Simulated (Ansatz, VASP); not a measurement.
**Two plane-wave programs on NaF**

```
Na F
1.0
     0.00000    2.35055    2.35055
     2.35055    0.00000    2.35055
     2.35055    2.35055    0.00000
Na F
1 1
Direct
  0.00000 0.00000 0.00000
  0.50000 0.50000 0.50000
```

Alike in both runs: functional PBE; k mesh 8 × 8 × 8; occupations gaussian, width 0.02 eV; no spin polarisation.

Ansatz relaxed the structure, and its values are those at the end. VASP's run is a single point on that final structure, the one shown.

|  | VASP | Ansatz |
| --- | --- | --- |
| version | VASP 6.6.1 | Ansatz 0.2.0 |
| potentials or method | VASP PAW PBE potentials, release 64 (Na_pv, F), cutoff 600 eV | scalar-relativistic, plane waves, PAW |
| valence electrons in the cell | 14 | 16 |

```csv
,VASP,Ansatz,Ansatz less VASP
gap on the k mesh at the Fermi level (eV),6.07,6.09,+0.013
least direct gap on the mesh (eV),6.07,6.09,+0.013
pressure (GPa),-0.3,0.0,+0.25
```

VASP's potentials hold 14 valence electrons a cell and Ansatz's 16, so a difference there can come from the potentials and not from the codes.
